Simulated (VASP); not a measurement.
K8Ta5Nb3O24, 40 atoms in the cell. The typed cell holds 40 atoms: a = 7.983 Å, b = 7.983 Å, c = 7.983 Å, α = 90.00°, β = 90.00°, γ = 90.00°. 

- Program: VASP 6.6.1
- Task: single point
- Functional: PBEsol
- Potentials or basis: VASP PAW PBE potentials, release 64 (K_sv, Nb_sv, Ta_pv, O)
- Cutoff: 520 eV
- k mesh: 1 × 1 × 1, shifted
- Occupations: fermi-dirac, width 0.05 eV
- Spin: no spin polarisation
- Dipole correction: no
- Further INCAR settings: LREAL = Auto; ALGO = Normal; EDIFF = 1e-07; NBANDS = 181; ISYM = 0

Potentials or basis: VASP PAW PBE potentials, release 64 (K_sv, Nb_sv, Ta_pv, O).

Command:

```sh
$ cat potpaw_PBE.64/K_sv/POTCAR potpaw_PBE.64/Nb_sv/POTCAR potpaw_PBE.64/Ta_pv/POTCAR potpaw_PBE.64/O/POTCAR > POTCAR
$ mpirun -np 1 vasp_std > vasp.out
```

Hardware: 1 thread of Intel(R) Xeon(R) Platinum 8259CL CPU @ 2.50GHz (Skylake/Cascade Lake), on a shared host.

How long does it take, and how much memory?

It took 13 min on 1 thread of Intel(R) Xeon(R) Platinum 8259CL CPU @ 2.50GHz (Skylake/Cascade Lake) (shared host), peak memory 0.63 GiB. Counts: scf iterations 17, k points 4.
